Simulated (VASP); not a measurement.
Input of a VASP 6.6.1 run:

INCAR

```
SYSTEM = HfN
ALGO     = Normal         ! electronic algorithm
EDIFF    = 1E-6           ! SCF threshold, eV
ENCUT    = 520            ! plane-wave cutoff, eV
GGA      = PS             ! functional
ISIF     = 2              ! what is computed and relaxed
ISMEAR   = 1              ! smearing method
LASPH    = .True.         ! aspherical terms in the spheres
LCHARG   = .False.        ! write CHGCAR
LREAL    = .False.        ! projectors in reciprocal space
LWAVE    = .False.        ! write WAVECAR
NBANDS   = 14             ! bands
NELM     = 60             ! most SCF steps
PREC     = Accurate       ! precision mode
SIGMA    = 0.15           ! smearing width, eV
```

KPOINTS

```
k-points
0
Gamma
  4 4 4
  0 0 0
```

File POSCAR:

```
HfN
1.0
    0.0000000000      2.4548220000      2.4548220000
    2.4548220000      0.0000000000      2.4548220000
    2.4548220000      2.4548220000      0.0000000000
Hf N
1 1
Direct
    0.0000000000      0.0000000000      0.0000000000
    0.7500000000      0.7500000000      0.7500000000
```

Potentials or basis: VASP PAW PBE potentials, release 64 (Hf_pv, N).

The run is started by

```console
$ cat potpaw_PBE.64/Hf_pv/POTCAR potpaw_PBE.64/N/POTCAR > POTCAR
$ mpirun -np 1 vasp_std > vasp.out
```

Problem. What does it give for the pressure?

Solution. -5.1 GPa.

Caveat: the k points lie up to 0.55 Å⁻¹ apart; the PAW data sets were made with another functional, which shifts forces and pressure a little.
